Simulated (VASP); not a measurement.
Input of a VASP 6.6.1 run:

File INCAR:

```
SYSTEM = Si
PREC = Accurate
ENCUT = 520
EDIFF = 1E-6
ISMEAR = 0
SIGMA = 0.1
LREAL = .False.
LASPH = .True.
NELM = 80
ALGO = Normal
ISIF = 2
LWAVE = .False.
LCHARG = .False.
LDIPOL = .True.
IDIPOL = 3
DIPOL = 0.5 0.5 0.500
GGA = CA
NBANDS = 11
```

The input KPOINTS:

```
Automatic mesh
0
Gamma
  15 15 1
  0 0 0
```

The input POSCAR:

```
Si
1.0
    3.8920000000      0.0000000000      0.0000000000
   -1.9460000000      3.3705708715      0.0000000000
    0.0000000000      0.0000000000     28.0000000000
Si
2
Direct
    0.3333333333      0.6666666667      0.5178571429
    0.6666666667      0.3333333333      0.4821428571
```

Potentials or basis: VASP PAW LDA potentials, release 64 (Si).

Launch:

```bash
$ cat potpaw_LDA.64/Si/POTCAR > POTCAR
$ mpirun -np 1 vasp_std > vasp.out
```

Task: Estimate the band gap on the k mesh.

Result: Zero (bands 4 and 5 overlap by 0.47 eV).

Task: Predict the largest force.

Result: 2.292 eV/Å.

Forces on the atoms (eV/Å):
```
Si   0.000  0.000 -2.292
Si   0.000  0.000  2.292
```
